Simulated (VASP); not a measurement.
# Zr (P6_3/mmc) in VASP: notebook

The runs below take Zr through single point, relaxation of cell and atoms, with PBEsol.

Program: VASP 6.6.1. These are calculated values, not measurements. Logs are shortened: lines on timing, memory, paths and dates and some standing lists are left out, and cuts for length are marked.

## 1. The cell of the first run

It takes space group P6_3/mmc (No. 194, hexagonal). The conventional cell has a = 3.179 Å, b = 3.179 Å, c = 5.139 Å, α = 90.00°, β = 90.00°, γ = 120.00°. Zr (site symmetry -6m2) has 12 Zr at 3.16 to 3.18 Å within 4.2 Å.

## 2. Single point, PBEsol

The input, INCAR:

```
SYSTEM = Zr
ALGO = Normal ; EDIFF = 1E-7
ENCUT = 520 ; GGA = PS
ISIF = 2 ; ISMEAR = 0
LASPH = .TRUE. ; LCHARG = .FALSE.
LREAL = .FALSE. ; LWAVE = .FALSE.
NBANDS = 19 ; NELM = 100
PREC = Accurate ; SIGMA = 0.1
```

The input, KPOINTS:

```
k-points
0
G
  8 8 5
  0 0 0
```

The input, POSCAR:

```
Zr
1.0
    3.1790046349      0.0000000000      0.0000000000
   -1.5895023174      2.7530987726      0.0000000000
    0.0000000000      0.0000000000      5.1385391968
Zr
2
Direct
    0.3333333333      0.6666666667      0.2500000000
    0.6666666667      0.3333333333      0.7500000000
```

Potentials or basis: VASP PAW PBE potentials, release 64 (Zr_sv).

Started as:

```sh
> cat potpaw_PBE.64/Zr_sv/POTCAR > POTCAR
> mpirun -np 1 vasp_std > vasp.out
```

OUTCAR:

```text
SYSTEM = Zr
   EDIFF = 1E-7
   ENCUT = 520
   GGA = PS
   ISIF = 2
   ISMEAR = 0
   LASPH = .TRUE.
   LREAL = .FALSE.
   NELM = 100
   PREC = Accurate

 ion  position               nearest neighbor table
   1  0.333  0.667  0.250-   2 3.16   2 3.16   2 3.16   2 3.16   2 3.16   2 3.16
   2  0.667  0.333  0.750-   1 3.16   1 3.16   1 3.16   1 3.16   1 3.16   1 3.16

  LATTYP: Found a hexagonal cell.
 ALAT       =     3.1790046349
 C/A-ratio  =     1.6163987748

  Lattice vectors:

 A1 = (   3.1790046349,   0.0000000000,   0.0000000000)
 A2 = (  -1.5895023174,   2.7530987726,   0.0000000000)
 A3 = (   0.0000000000,   0.0000000000,   5.1385391968)

Analysis of symmetry for initial positions (statically):
=====================================================================
 Subroutine PRICEL returns:
 Original cell was already a primitive cell.

 Routine SETGRP: Setting up the symmetry group for a
 hexagonal supercell.

 Subroutine GETGRP returns: Found 24 space group operations
 (whereof 12 operations were pure point group operations)
 out of a pool of 24 trial point group operations.

The static configuration has the point symmetry D_3d.
 The point group associated with its full space group is D_6h.

Analysis of symmetry for dynamics (positions and initial velocities):
=====================================================================
 Subroutine PRICEL returns:
 Original cell was already a primitive cell.

 Routine SETGRP: Setting up the symmetry group for a
 hexagonal supercell.

 Subroutine GETGRP returns: Found 24 space group operations
 (whereof 12 operations were pure point group operations)
 out of a pool of 24 trial point group operations.

The dynamic configuration has the point symmetry D_3d.
 The point group associated with its full space group is D_6h.

 Subroutine INISYM returns: Found 24 space group operations
 (whereof 12 operations are pure point group operations),
 and found     1 'primitive' translations

----------------------------------------------------------------------------------------

                                     Primitive cell

  volume of cell :      44.9731

  direct lattice vectors                    reciprocal lattice vectors
     3.179004635  0.000000000  0.000000000     0.314563870  0.181613535  0.000000000
    -1.589502317  2.753098773  0.000000000     0.000000000  0.363227070  0.000000000
     0.000000000  0.000000000  5.138539197     0.000000000  0.000000000  0.194607837

  length of vectors
     3.179004635  3.179004635  5.138539197     0.363227070  0.363227070  0.194607837

  position of ions in fractional coordinates (direct lattice)
[... 79 lines left out ...]
   EDIFF  = 0.1E-06   stopping-criterion for ELM
   LREAL  =      F    real-space projection
   EDIFFG = 0.1E-05   stopping-criterion for IOM
   NSW    =      0    number of steps for IOM
   IBRION =     -1    ionic relax: 0-MD 1-quasi-New 2-CG
   NFREE  =      0    steps in history (QN), initial steepest desc. (CG)
   ISIF   =      2    stress and relaxation
   ISYM   =      2    0-nonsym 1-usesym 2-fastsym
   POTIM  = 0.5000    time-step for ionic-motion
   TEBEG  =    0.0;   TEEND  =   0.0 temperature during run
   PSTRESS=    0.0 pullay stress
   NELECT =      24.0000    total number of electrons
   NUPDOWN=      -1.0000    fix difference up-down
   EMIN   =  10.00;   EMAX   =-10.00  energy-range for DOS
   EFERMI =   0.00;   METHOD = LEGACY
   ISMEAR =     0;   SIGMA  =   0.10  broadening in eV -4-tet -1-fermi 0-gaus
   EFERMI_NEDOS =   21; number of points for ismear=-14 and -15
   IALGO  =     38    algorithm
   IMIX   =      4    mixing-type and parameters
     AMIX     =   0.40;   BMIX     =  1.00
     AMIX_MAG =   1.60;   BMIX_MAG =  1.00
  volume/ion in A,a.u.               =      22.49       151.75
  Fermi-wavevector in a.u.,A,eV,Ry     =   1.327887  2.509342 23.990924  1.763283
  Thomas-Fermi vector in A             =   2.457166
   LORBIT       =      0    0 simple, 1 ext, 2 COOP (PROOUT), +10 PAW based schemes
   GGA     = PS    functional components
   LHFCALC =     F    Hartree Fock is set to
   AEXX    =    0.0000 exact exchange contribution
   IVDW    =     0    specifies the selected vdW correction
   LEPSILON=     F    determine dielectric tensor
   LRPA    =     F    only Hartree local field effects (RPA)
 non-spin polarized calculation
 Gauss-broadening in eV      SIGMA  =   0.10
  energy-cutoff  :      520.00
  volume of cell :       44.97
 maximum number of plane-waves:      1224
 NGX is ok and might be reduce to    24
   NGX = 11   NGY = 11   NGZ = 19

 number of electron      24.0000000 magnetization

 Free energy of the ion-electron system (eV)
  ---------------------------------------------------
  ext. energy  EPLUGINS =         0.00000000
  ---------------------------------------------------
  free energy    TOTEN  =       -18.16493306 eV

  energy without entropy =      -18.15551957  energy(sigma->0) =      -18.16022631

 E-fermi :   9.2766     XC(G=0): -11.3623

 val. band max:        9.2417426127   @ k =   0.0000   0.0000   0.4000
 cond. band min:       9.3396445159   @ k =   0.3750   0.2500   0.2000
 fundamental gap:      0.0979019032
 Fermi energy:         9.2766283128

 k-point     1 :       0.0000    0.0000    0.0000
  band No.  band energies     occupation
      1     -39.4131      2.00000
      2     -39.2427      2.00000
      3     -18.0112      2.00000
      4     -17.0376      2.00000
      5     -17.0376      2.00000
      6     -16.9074      2.00000
[... 505 lines left out ...]
      6     -17.1620      2.00000
[... 11 lines left out ...]
     18      13.8588      0.00000
     19      14.1968      0.00000

 [... further k-points ...]

------------------------ aborting loop because EDIFF is reached ----------------------------------------

  FORCE on cell =-STRESS in cart. coord.  units (eV):
  Direction    XX          YY          ZZ          XY          YZ          ZX
  --------------------------------------------------------------------------------------
  -------------------------------------------------------------------------------------
  Total        0.0201107      0.0201107      0.0276541      0.0000000     -0.0000000      0.0000000
  in kB        0.7164497      0.7164497      0.9851858      0.0000000     -0.0000000      0.0000000
  external PRESSURE =       0.8060284 kB  Pullay stress =       0.0000000 kB

 VOLUME and BASIS-vectors are now :
 -----------------------------------------------------------------------------
  energy-cutoff  :      520.00
  volume of cell :       44.97
      direct lattice vectors                 reciprocal lattice vectors
     3.179004635  0.000000000  0.000000000     0.314563870  0.181613535  0.000000000
    -1.589502317  2.753098773  0.000000000     0.000000000  0.363227070  0.000000000
     0.000000000  0.000000000  5.138539197     0.000000000  0.000000000  0.194607837

 POSITION                                       TOTAL-FORCE (eV/Angst)
 -----------------------------------------------------------------------------------
     -0.00000      1.83540      1.28463        -0.000000      0.000000      0.000000
      1.58950      0.91770      3.85390         0.000000     -0.000000      0.000000
 -----------------------------------------------------------------------------------
    total drift:                                0.000000     -0.000000      0.000000

  FREE ENERGIE OF THE ION-ELECTRON SYSTEM (eV)
  ---------------------------------------------------
  free  energy   TOTEN  =       -18.1649330599 eV

  energy  without entropy=      -18.1555195669  energy(sigma->0) =      -18.16022631
```

stdout:

```text
POSCAR found type information on POSCAR Zr
 POSCAR found :  1 types and       2 ions
 scaLAPACK will be used
 -----------------------------------------------------------------------------
|                                                                             |
|                                                                             |
|     You enforced a specific xc type in the INCAR file but a different       |
|     I HOPE YOU KNOW WHAT YOU ARE DOING!                                     |
|                                                                             |
 -----------------------------------------------------------------------------

 LDA part: xc-table for (Slater+PW92), standard interpolation
 POSCAR, INCAR and KPOINTS ok, starting setup
 FFT: planning ... GRIDC
 FFT: planning ... GRID_SOFT
 FFT: planning ... GRID
 WAVECAR not read
 entering main loop
```

It took 11 s on 1 thread of Intel Xeon 6975P-C (Granite Rapids), shared host; peak memory 0.16 GiB.

What came out:

- Free energy: -18.1649 eV
- Pressure: 0.1 GPa
- Band gap on the k mesh: zero (band 12 reaches 10.14 eV, above the bottom of band 13 at 8.98 eV)

Levels at points of the mesh, in eV from the Fermi level:
| k point | band 9 | band 10 | band 11 | band 12 | band 13 | band 14 | band 15 | band 16 |
| --- | --- | --- | --- | --- | --- | --- | --- | --- |
| (0.00, 0.00, 0.00) | -5.75 | -3.16 | 0.86 | 0.86 | 0.87 | 1.18 | 1.56 | 1.56 |
| (0.50, 0.00, 0.00) | -2.72 | -2.59 | -2.29 | -0.10 | 0.59 | 0.72 | 1.42 | 5.18 |

Caveat: the PAW data sets were made with another functional, which shifts forces and pressure a little.

## 3. Relaxation of cell and atoms, PBEsol

This run uses another cell than the first one, of 23.28 Å³/atom, 1.035 times its volume.

The input, INCAR:

```
PREC     = Accurate       # precision mode
ENCUT    = 600            # plane-wave cutoff, eV
EDIFF    = 1E-7           # SCF threshold, eV
ISMEAR   = 0              # smearing method
SIGMA    = 0.1            # smearing width, eV
LREAL    = F              # projectors in reciprocal space
LASPH    = T              # aspherical terms in the spheres
NELM     = 100            # most SCF steps
ALGO     = Normal         # electronic algorithm
ISIF     = 3              # what is computed and relaxed
LWAVE    = F              # write WAVECAR
LCHARG   = F              # write CHGCAR
GGA      = PS             # functional
IBRION   = 2              # ionic algorithm
NSW      = 80             # ionic steps
EDIFFG   = -0.03          # ionic threshold
```

The input, KPOINTS:

```
Automatic mesh
0
Gamma
  8 8 5
```

The input, POSCAR:

```
Zr
1.0
    3.2320000000      0.0000000000      0.0000000000
   -1.6160000000      2.7989941000      0.0000000000
    0.0000000000      0.0000000000      5.1470000000
Zr
2
Direct
    0.3333333333      0.6666666667      0.2500000000
    0.6666666667      0.3333333333      0.7500000000
```

Potentials or basis: VASP PAW PBE potentials, release 64 (Zr_sv).

Started as:

```sh
> cat potpaw_PBE.64/Zr_sv/POTCAR > POTCAR
> mpirun -np 1 vasp_std > vasp.out
```

OUTCAR:

```text
PREC = Accurate
   ENCUT = 600
   EDIFF = 1E-7
   ISMEAR = 0
   LREAL = F
   LASPH = T
   NELM = 100
   ISIF = 3
   GGA = PS
   IBRION = 2
   NSW = 80
   EDIFFG = -0.03

 ion  position               nearest neighbor table
   1  0.333  0.667  0.250-   2 3.18   2 3.18   2 3.18   2 3.18   2 3.18   2 3.18
   2  0.667  0.333  0.750-   1 3.18   1 3.18   1 3.18   1 3.18   1 3.18   1 3.18

  LATTYP: Found a hexagonal cell.
 ALAT       =     3.2320000000
 C/A-ratio  =     1.5925123762

  Lattice vectors:

 A1 = (   3.2320000000,   0.0000000000,   0.0000000000)
 A2 = (  -1.6160000000,   2.7989941000,   0.0000000000)
 A3 = (   0.0000000000,   0.0000000000,   5.1470000000)

Analysis of symmetry for initial positions (statically):
=====================================================================
 Subroutine PRICEL returns:
 Original cell was already a primitive cell.

 Routine SETGRP: Setting up the symmetry group for a
 hexagonal supercell.

 Subroutine GETGRP returns: Found 24 space group operations
[... 175 lines left out ...]
  --------------------------------------------------------------------------------------
  -------------------------------------------------------------------------------------
  Total       -1.0117456     -1.0117456     -0.6889335      0.0000000      0.0000000      0.0000000
  in kB      -34.8140381    -34.8140380    -23.7061163      0.0000000      0.0000000      0.0000000
  external PRESSURE =     -31.1113975 kB  Pullay stress =       0.0000000 kB
[... 131 lines left out ...]
--------------------------------------- Ionic step        5  -------------------------------------------

 number of electron      24.0000000 magnetization

 Free energy of the ion-electron system (eV)
  ---------------------------------------------------
  ext. energy  EPLUGINS =         0.00000000
  ---------------------------------------------------
  free energy    TOTEN  =       -18.16601391 eV

  energy without entropy =      -18.15660319  energy(sigma->0) =      -18.16130855

 E-fermi :   9.2629     XC(G=0): -11.3567

 val. band max:        9.2272948697   @ k =   0.0000   0.0000   0.4000
 cond. band min:       9.3257709557   @ k =   0.3750   0.2500   0.2000
 fundamental gap:      0.0984760860
 Fermi energy:         9.2628845859

 k-point     1 :       0.0000    0.0000    0.0000
  band No.  band energies     occupation
      1     -39.4295      2.00000
      2     -39.2599      2.00000
      3     -18.0256      2.00000
      4     -17.0557      2.00000
      5     -17.0557      2.00000
      6     -16.9260      2.00000
[... 433 lines left out ...]
      3     -17.8667      2.00000
      4     -17.7918      2.00000
      5     -17.2838      2.00000
      6     -17.1796      2.00000
[... 8 lines left out ...]
     15      11.0247      0.00000
     16      12.1176      0.00000

 [... further k-points ...]

------------------------ aborting loop because EDIFF is reached ----------------------------------------

  FORCE on cell =-STRESS in cart. coord.  units (eV):
  Direction    XX          YY          ZZ          XY          YZ          ZX
  --------------------------------------------------------------------------------------
  -------------------------------------------------------------------------------------
  Total       -0.0067185     -0.0067185     -0.0045594      0.0000000     -0.0000000      0.0000000
  in kB       -0.2390595     -0.2390595     -0.1622350      0.0000000     -0.0000000      0.0000000
  external PRESSURE =      -0.2134513 kB  Pullay stress =       0.0000000 kB
[... 17 lines left out ...]
  FREE ENERGIE OF THE ION-ELECTRON SYSTEM (eV)
  ---------------------------------------------------
  free  energy   TOTEN  =       -18.1660139080 eV

  energy  without entropy=      -18.1566031877  energy(sigma->0) =      -18.16130855

 reached required accuracy - stopping structural energy minimisation
```

OSZICAR:

```text
N       E                     dE             d eps       ncg     rms          rms(c)
DAV:   1     0.232888062388E+03    0.23289E+03   -0.14346E+04   960   0.164E+03
DAV:   2    -0.401159934166E+01   -0.23690E+03   -0.23475E+03  1200   0.434E+02
DAV:   3    -0.186586426137E+02   -0.14647E+02   -0.14463E+02  1816   0.832E+01
[... 43 lines left out ...]
DAV:   2    -0.181664341012E+02    0.14676E-02   -0.37790E-03  1048   0.484E-01    0.115E-01
DAV:   3    -0.181660117222E+02    0.42238E-03   -0.17435E-03  1296   0.297E-01    0.196E-02
DAV:   4    -0.181660137628E+02   -0.20406E-05   -0.25551E-05  1064   0.489E-02    0.935E-03
DAV:   5    -0.181660138627E+02   -0.99934E-07   -0.12584E-06  1400   0.103E-02    0.612E-04
DAV:   6    -0.181660139080E+02   -0.45253E-07   -0.23022E-08   624   0.143E-03
   5 F= -.18166014E+02 E0= -.18161309E+02  d E =-.109446E-02
```

CONTCAR:

```text
Zr
   1.00000000000000
     3.1803504787475378    0.0000000000000000    0.0000000000000000
    -1.5901752393737689    2.7542643027421163    0.0000000000000000
     0.0000000000000000    0.0000000000000000    5.1403719284269869
  Zr
     2
Direct
     0.3333333332999970    0.6666666667000030    0.2500000000000000
     0.6666666667000030    0.3333333332999970    0.7500000000000000

  0.00000000E+00  0.00000000E+00  0.00000000E+00
  0.00000000E+00  0.00000000E+00  0.00000000E+00
```

It took 66 s on 1 thread of Intel Xeon 6975P-C (Granite Rapids), shared host; peak memory 0.19 GiB.

Results:

| Item | Value |
| --- | --- |
| Free energy | -18.1660 eV |
| Relaxed volume | 22.51 Å³/atom |
| Relaxed cell | a = 3.180 Å, b = 3.180 Å, c = 5.140 Å, α = 90.00°, β = 90.00°, γ = 120.00° |
| Space group after relaxing (to 0.05 Å) | P6_3/mmc (No. 194) |
| Energy gained by relaxing | 8.5 meV/atom |
| Ionic steps | 5 |
| Pressure after relaxing | 0.0 GPa |
| Band gap on the k mesh | zero (band 12 reaches 10.13 eV, above the bottom of band 13 at 8.97 eV) |

Step by step:
```tsv
step	energy change (eV)	largest force (eV/Å)	pressure (GPa)	volume (Å³)
1	0.0000	0.0000	-3.11	46.56
2	-0.0010	0.0000	3.48	43.58
3	-0.0159	0.0000	0.07	45.02
4	-0.0168	0.0000	0.01	45.03
5	-0.0170	0.0000	-0.02	45.03
```

Final structure:
```
CELL_PARAMETERS angstrom
3.18035 0.00000 0.00000
-1.59018 2.75426 0.00000
0.00000 0.00000 5.14037
ATOMIC_POSITIONS crystal
Zr 0.33333 0.66667 0.25000
Zr 0.66667 0.33333 0.75000
```

Caveat: the PAW data sets were made with another functional, which shifts forces and pressure a little.
